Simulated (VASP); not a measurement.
# Ti (I4/mmm) in VASP: a series of runs

Ti is run at these levels: PBEsol; tasks: single point.

Everything below comes from runs of VASP 6.6.1. Logs are shortened: lines on timing, memory, paths and dates and some standing lists are left out, and cuts for length are marked.

### Step 1. The cell of the first run

It takes space group I4/mmm (No. 139, tetragonal). The conventional cell has a = 3.282 Å, b = 3.282 Å, c = 3.233 Å, α = 90.00°, β = 90.00°, γ = 90.00°. Ti (site symmetry 4/mmm) has 14 Ti at 2.83 to 3.28 Å within 3.7 Å.

### Step 2. Single point, PBEsol (strain +0.000 along x and y, -0.015 along z)

INCAR reads:

```
SYSTEM = Ti
PREC     = Accurate       ! precision mode
ENCUT    = 520            ! plane-wave cutoff, eV
EDIFF    = 1E-6           ! SCF threshold, eV
ISMEAR   = 0              ! smearing method
SIGMA    = 0.15           ! smearing width, eV
LREAL    = .False.        ! projectors in reciprocal space
LASPH    = .True.         ! aspherical terms in the spheres
NELM     = 60             ! most SCF steps
ALGO     = Fast           ! electronic algorithm
ISIF     = 2              ! what is computed and relaxed
LWAVE    = .False.        ! write WAVECAR
LCHARG   = .False.        ! write CHGCAR
GGA      = PS             ! functional
NBANDS   = 12             ! bands
```

KPOINTS reads:

```
regular mesh
0
Gamma
  20 20 20
  0 0 0
```

POSCAR reads:

```
Ti
1.0
   -1.6410000000      1.6410000000      1.6163850000
    1.6410000000     -1.6410000000      1.6163850000
    1.6410000000      1.6410000000     -1.6163850000
Ti
1
Direct
    0.0000000000      0.0000000000      0.0000000000
```

Potentials or basis: VASP PAW PBE potentials, release 64 (Ti_sv).

Command:

```bash
$ cat potpaw_PBE.64/Ti_sv/POTCAR > POTCAR
$ mpirun -np 1 vasp_std > vasp.out
```

OUTCAR:

```text
SYSTEM = Ti
   PREC = Accurate
   ENCUT = 520
   EDIFF = 1E-6
   ISMEAR = 0
   LREAL = .False.
   LASPH = .True.
   NELM = 60
   ISIF = 2
   GGA = PS

 ion  position               nearest neighbor table
   1  0.000  0.000  0.000-

  LATTYP: Found a body centered tetragonal cell.
 ALAT       =     3.2820000000
 C/A-ratio  =     0.9850000000

  Lattice vectors:

 A1 = (  -1.6410000000,   1.6410000000,   1.6163850000)
 A2 = (   1.6410000000,  -1.6410000000,   1.6163850000)
 A3 = (   1.6410000000,   1.6410000000,  -1.6163850000)

Analysis of symmetry for initial positions (statically):
=====================================================================
 Subroutine PRICEL returns:
 Original cell was already a primitive cell.

 Routine SETGRP: Setting up the symmetry group for a
 body centered tetragonal supercell.

 Subroutine GETGRP returns: Found 16 space group operations
 (whereof 16 operations were pure point group operations)
 out of a pool of 16 trial point group operations.

The static configuration has the point symmetry D_4h.

Analysis of symmetry for dynamics (positions and initial velocities):
=====================================================================
 Subroutine PRICEL returns:
 Original cell was already a primitive cell.

 Routine SETGRP: Setting up the symmetry group for a
 body centered tetragonal supercell.

 Subroutine GETGRP returns: Found 16 space group operations
 (whereof 16 operations were pure point group operations)
 out of a pool of 16 trial point group operations.

The dynamic configuration has the point symmetry D_4h.

 Subroutine INISYM returns: Found 16 space group operations
 (whereof 16 operations are pure point group operations),
 and found     1 'primitive' translations

----------------------------------------------------------------------------------------

                                     Primitive cell

  volume of cell :      17.4109

  direct lattice vectors                    reciprocal lattice vectors
    -1.641000000  1.641000000  1.616385000     0.000000000  0.304692261  0.309332244
     1.641000000 -1.641000000  1.616385000     0.304692261  0.000000000  0.309332244
     1.641000000  1.641000000 -1.616385000     0.304692261  0.304692261  0.000000000

  length of vectors
     2.828155312  2.828155312  2.828155312     0.434193288  0.434193288  0.430899928

  position of ions in fractional coordinates (direct lattice)
     0.000000000  0.000000000  0.000000000

  ion indices of the primitive-cell ions
   primitive index   ion index
                 1           1

----------------------------------------------------------------------------------------

 KPOINTS: regular mesh

Automatic generation of k-mesh.
 Grid dimensions read from file:
 generate k-points for:   20   20   20

 Generating k-lattice:

  Cartesian coordinates                     Fractional coordinates (reciprocal lattice)
     0.000000000  0.015234613  0.015466612     0.050000000  0.000000000  0.000000000
     0.015234613  0.000000000  0.015466612     0.000000000  0.050000000  0.000000000
     0.015234613  0.015234613  0.000000000     0.000000000  0.000000000  0.050000000

  Length of vectors
     0.021709664  0.021709664  0.021544996

  Shift w.r.t. Gamma in fractional coordinates (k-lattice)
     0.000000000  0.000000000  0.000000000

 Subroutine IBZKPT returns following result:
 ===========================================

 Found    641 irreducible k-points:

 Following reciprocal coordinates:
            Coordinates               Weight
  0.000000  0.000000  0.000000      1.000000
  0.050000  0.000000 -0.000000      8.000000
  0.100000  0.000000  0.000000      8.000000
  0.150000  0.000000 -0.000000      8.000000
  0.200000  0.000000  0.000000      8.000000
  0.250000  0.000000  0.000000      8.000000
[... 16 lines left out ...]
 -0.400000  0.050000  0.000000     16.000000
 -0.350000  0.050000  0.000000     16.000000
 [... further k-points ...]
   k-points           NKPTS =    641   k-points in BZ     NKDIM =    641   number of bands    NBANDS=     12
   number of dos      NEDOS =    301   number of ions     NIONS =      1
   total plane-waves  NPLWV =  13824
   dimension x,y,z NGX =    24 NGY =   24 NGZ =   24
   dimension x,y,z NGXF=    48 NGYF=   48 NGZF=   48
   ions per type =               1
   NGX,Y,Z   is equivalent  to a cutoff of  14.11, 14.11, 14.11 a.u.
   NGXF,Y,Z  is equivalent  to a cutoff of  28.22, 28.22, 28.22 a.u.
 SYSTEM =  Ti
   PREC   = accura    normal or accurate (medium, high low for compatibility)
   ISTART =      0    job   : 0-new  1-cont  2-samecut
   ICHARG =      2    charge: 1-file 2-atom 10-const
   ISPIN  =      1    spin polarized calculation?
   LNONCOLLINEAR =      F non collinear calculations
   LSORBIT =      F    spin-orbit coupling
   LASPH  =      T    aspherical Exc in radial PAW
   ENCUT  =  520.0 eV  38.22 Ry    6.18 a.u.   5.26  5.26  5.26*2*pi/ulx,y,z
   NELM   =     60;   NELMIN=  2; NELMDL= -5     # of ELM steps
   EDIFF  = 0.1E-05   stopping-criterion for ELM
   LREAL  =      F    real-space projection
   EDIFFG = 0.1E-04   stopping-criterion for IOM
   NSW    =      0    number of steps for IOM
   IBRION =     -1    ionic relax: 0-MD 1-quasi-New 2-CG
   NFREE  =      0    steps in history (QN), initial steepest desc. (CG)
   ISIF   =      2    stress and relaxation
   ISYM   =      2    0-nonsym 1-usesym 2-fastsym
   POTIM  = 0.5000    time-step for ionic-motion
   TEBEG  =    0.0;   TEEND  =   0.0 temperature during run
   PSTRESS=    0.0 pullay stress
   NELECT =      12.0000    total number of electrons
   NUPDOWN=      -1.0000    fix difference up-down
   EMIN   =  10.00;   EMAX   =-10.00  energy-range for DOS
   EFERMI =   0.00;   METHOD = LEGACY
   ISMEAR =     0;   SIGMA  =   0.15  broadening in eV -4-tet -1-fermi 0-gaus
   EFERMI_NEDOS =   21; number of points for ismear=-14 and -15
   IALGO  =     68    algorithm
   IMIX   =      4    mixing-type and parameters
     AMIX     =   0.40;   BMIX     =  1.00
     AMIX_MAG =   1.60;   BMIX_MAG =  1.00
  volume/ion in A,a.u.               =      17.41       117.49
  Fermi-wavevector in a.u.,A,eV,Ry     =   1.446088  2.732709 28.452085  2.091169
  Thomas-Fermi vector in A             =   2.564196
   LORBIT       =      0    0 simple, 1 ext, 2 COOP (PROOUT), +10 PAW based schemes
   GGA     = PS    functional components
   LHFCALC =     F    Hartree Fock is set to
   AEXX    =    0.0000 exact exchange contribution
   IVDW    =     0    specifies the selected vdW correction
   LEPSILON=     F    determine dielectric tensor
   LRPA    =     F    only Hartree local field effects (RPA)
 non-spin polarized calculation
 RMM-DIIS sequential band-by-band and
 Gauss-broadening in eV      SIGMA  =   0.15
  energy-cutoff  :      520.00
  volume of cell :       17.41
 maximum number of plane-waves:       482
 NGX is ok and might be reduce to    24
   NGX = 11   NGY = 11   NGZ = 11

 number of electron      11.9999998 magnetization

 Free energy of the ion-electron system (eV)
  ---------------------------------------------------
  ext. energy  EPLUGINS =         0.00000000
  ---------------------------------------------------
  free energy    TOTEN  =        -8.23216222 eV

  energy without entropy =       -8.20570882  energy(sigma->0) =       -8.21893552

 E-fermi :   7.9316     XC(G=0): -11.6202

 val. band max:        7.9313198204   @ k =   0.2500   0.2000   0.0000
 cond. band min:       7.9332142708   @ k =   0.3500   0.1500   0.1500
 fundamental gap:      0.0018944504
 Fermi energy:         7.9315633604

 k-point     1 :       0.0000    0.0000    0.0000
  band No.  band energies     occupation
      1     -48.3705      2.00000
      2     -24.3244      2.00000
      3     -24.3234      2.00000
      4     -24.3234      2.00000
      5       1.9843      2.00000
      6       8.8422      0.00000
      7       8.9503      0.00000
      8       8.9503      0.00000
      9      10.6148      0.00000
     10      10.7416      0.00000
     11      25.2452      0.00000
     12      25.4414      0.00000

 k-point     2 :       0.0500    0.0000   -0.0000
  band No.  band energies     occupation
      1     -48.3673      2.00000
      2     -24.3412      2.00000
      3     -24.3288      2.00000
      4     -24.3241      2.00000
      5       2.0706      2.00000
      6       8.8340      0.00000
      7       8.9393      0.00000
      8       8.9810      0.00000
      9      10.6027      0.00000
     10      10.7100      0.00000
     11      25.1760      0.00000
     12      25.3274      0.00000

 k-point     3 :       0.1000    0.0000    0.0000
  band No.  band energies     occupation
      1     -48.3579      2.00000
      2     -24.3911      2.00000
      3     -24.3443      2.00000
      4     -24.3246      2.00000
      5       2.3246      2.00000
      6       8.7356      0.00000
      7       8.8940      0.00000
      8       9.1499      0.00000
      9      10.5317      0.00000
     10      10.6784      0.00000
     11      24.8186      0.00000
     12      25.2997      0.00000
[... 286 lines left out ...]
 k-point    23 :      -0.4000    0.0500    0.0000
  band No.  band energies     occupation
      1     -48.2558      2.00000
      2     -24.9014      2.00000
      3     -24.5114      2.00000
      4     -24.3365      2.00000
      5       5.2280      2.00000
      6       7.6738      1.98492
      7       8.3582      0.00006
      8      10.6222      0.00000
      9      10.9615      0.00000
     10      11.6590      0.00000
     11      18.4372      0.00000
     12      21.8892      0.00000

 k-point    24 :      -0.3500    0.0500    0.0000
  band No.  band energies     occupation
      1     -48.2727      2.00000
      2     -24.8204      2.00000
      3     -24.4832      2.00000
      4     -24.3353      2.00000
      5       4.8090      2.00000
      6       7.8333      1.64575
      7       8.2136      0.00784
      8      10.5224      0.00000
      9      10.8925      0.00000
     10      11.1680      0.00000
     11      19.7215      0.00000
     12      22.4674      0.00000

 [... further k-points ...]
[... 5 lines left out ...]
  --------------------------------------------------------------------------------------
  -------------------------------------------------------------------------------------
  Total       -0.5831888     -0.5831888     -0.6278698      0.0000000      0.0000000      0.0000000
  in kB      -53.6658232    -53.6658232    -57.7774264      0.0000000      0.0000000      0.0000000
  external PRESSURE =     -55.0363576 kB  Pullay stress =       0.0000000 kB

 VOLUME and BASIS-vectors are now :
 -----------------------------------------------------------------------------
  energy-cutoff  :      520.00
  volume of cell :       17.41
      direct lattice vectors                 reciprocal lattice vectors
    -1.641000000  1.641000000  1.616385000     0.000000000  0.304692261  0.309332244
     1.641000000 -1.641000000  1.616385000     0.304692261  0.000000000  0.309332244
     1.641000000  1.641000000 -1.616385000     0.304692261  0.304692261  0.000000000

 POSITION                                       TOTAL-FORCE (eV/Angst)
 -----------------------------------------------------------------------------------
      0.00000      0.00000      0.00000        -0.000000      0.000000      0.000000
 -----------------------------------------------------------------------------------
    total drift:                               -0.000000      0.000000      0.000000

  FREE ENERGIE OF THE ION-ELECTRON SYSTEM (eV)
  ---------------------------------------------------
  free  energy   TOTEN  =        -8.2321622237 eV

  energy  without entropy=       -8.2057088159  energy(sigma->0) =       -8.21893552
```

Run time: 66 s. Hardware: 1 thread of Intel Xeon 6975P-C (Granite Rapids), shared host; peak memory 0.24 GiB.

Results:

| Quantity | Value |
| --- | --- |
| Free energy | -8.2322 eV |
| Pressure | -5.5 GPa |
| Band gap on the k mesh | zero (bands 6 and 7 overlap by 1.63 eV) |

Levels at points of the mesh, in eV from the Fermi level:
```
           k point  band 2  band 3  band 4  band 5  band 6  band 7  band 8  band 9  band 10  band 11
(0.00, 0.00, 0.00)  -32.26  -32.25  -32.25   -5.95    0.91    1.02    1.02    2.68     2.81    17.31
(0.50, 0.00, 0.00)  -32.93  -32.47  -32.26   -2.45   -0.44    1.18    2.76    3.11     4.28     8.79
(0.50, 0.50, 0.00)  -32.93  -32.46  -32.25   -2.45   -0.31    1.08    2.65    3.05     4.26     8.68
(0.50, 0.50, 0.50)  -32.73  -32.73  -32.71   -2.11   -2.07    3.92    3.92    3.94     8.19     8.19
```

Caveat: the cell differs from its parent crystal (strain +0.000 along x and y, -0.015 along z); the cell stands under tension; the PAW data sets were made with another functional, which shifts forces and pressure a little.

### Step 3. Single point, PBEsol (strain -0.015 along x and y, +0.030 along z)

INCAR reads:

```
SYSTEM = Ti
ALGO = Normal
EDIFF = 1E-6
ENCUT = 520
GGA = PS
ISIF = 2
ISMEAR = 0
LASPH = .True.
LCHARG = .False.
LREAL = .False.
LWAVE = .False.
NBANDS = 12
NELM = 100
PREC = Accurate
SIGMA = 0.15
```

KPOINTS reads:

```
k-points
0
Gamma
  20 20 20
  0 0 0
```

POSCAR reads:

```
Ti
1.0
   -1.6163850000      1.6163850000      1.6902300000
    1.6163850000     -1.6163850000      1.6902300000
    1.6163850000      1.6163850000     -1.6902300000
Ti
1
Direct
    0.0000000000      0.0000000000      0.0000000000
```

Potentials or basis: VASP PAW PBE potentials, release 64 (Ti_sv).

Command:

```bash
$ cat potpaw_PBE.64/Ti_sv/POTCAR > POTCAR
$ mpirun -np 1 vasp_std > vasp.out
```

Run time: 34 s. Hardware: 1 thread of Intel Xeon 6975P-C (Granite Rapids), shared host; peak memory 0.24 GiB.

The run converged. Its results:

```
Free energy            : -8.2241 eV
Pressure               : -6.7 GPa
Band gap on the k mesh : zero (bands 6 and 7 overlap by 1.56 eV)
```

Stress tensor (GPa, compression positive):
```
-7.05  0.00  0.00
 0.00 -7.05  0.00
 0.00  0.00 -6.09
```

Levels at points of the mesh, in eV from the Fermi level:
```csv
k point,band 2,band 3,band 4,band 5,band 6,band 7,band 8,band 9,band 10,band 11
"(0.00, 0.00, 0.00)",-32.31,-32.31,-32.31,-5.92,0.87,0.87,1.17,2.51,2.85,16.81
"(0.50, 0.00, 0.00)",-32.96,-32.51,-32.31,-2.43,-0.26,1.00,2.49,3.04,4.16,8.48
"(0.50, 0.50, 0.00)",-32.95,-32.53,-32.33,-2.42,-0.63,1.30,2.90,3.13,4.22,8.81
"(0.50, 0.50, 0.50)",-32.79,-32.73,-32.73,-2.11,-1.99,3.79,3.87,3.87,7.40,8.63
```

Caveat: the cell differs from its parent crystal (strain -0.015 along x and y, +0.030 along z); the cell stands under tension; the PAW data sets were made with another functional, which shifts forces and pressure a little.
